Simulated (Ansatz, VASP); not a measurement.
# One calculation of Ni, two programs

```
Ni
1.0
     2.48804    0.00000    0.00000
     0.00000    3.51862    0.00000
     0.00000    0.00000   20.97610
Ni
5
Direct
  0.00000 0.00000 0.38604
  0.50000 0.50000 0.43867
  0.00000 0.00000 0.50000
  0.50000 0.50000 0.56133
  0.00000 0.00000 0.61396
```

Alike in both runs: task single point; functional PBE; k mesh 15 × 10 × 1; occupations fermi-dirac, width 0.05 eV; collinear spin.

|  | VASP | Ansatz |
| --- | --- | --- |
| version | VASP 6.6.1 | Ansatz 0.2.0 |
| potentials or method | VASP PAW PBE potentials, release 64 (Ni), cutoff 520 eV | all-electron LAPW, scalar-relativistic |

```tsv
	VASP	Ansatz	Ansatz less VASP
rms of the force components (eV/Å)	0.005	0.002	-0.0027
net moment per atom (μB)	0.70	0.71	+0.014
size of the moment on the site where the two differ most (μB)	0.66	0.69	+0.034
```

Site moments also hang on the region over which each program counts them. Atom by atom the forces differ by 0.003 eV/Å (rms over components). Ansatz ran all-electron here, and VASP with PAW potentials. Ansatz's warnings: slab cell height set, structure snapped to symmetry.
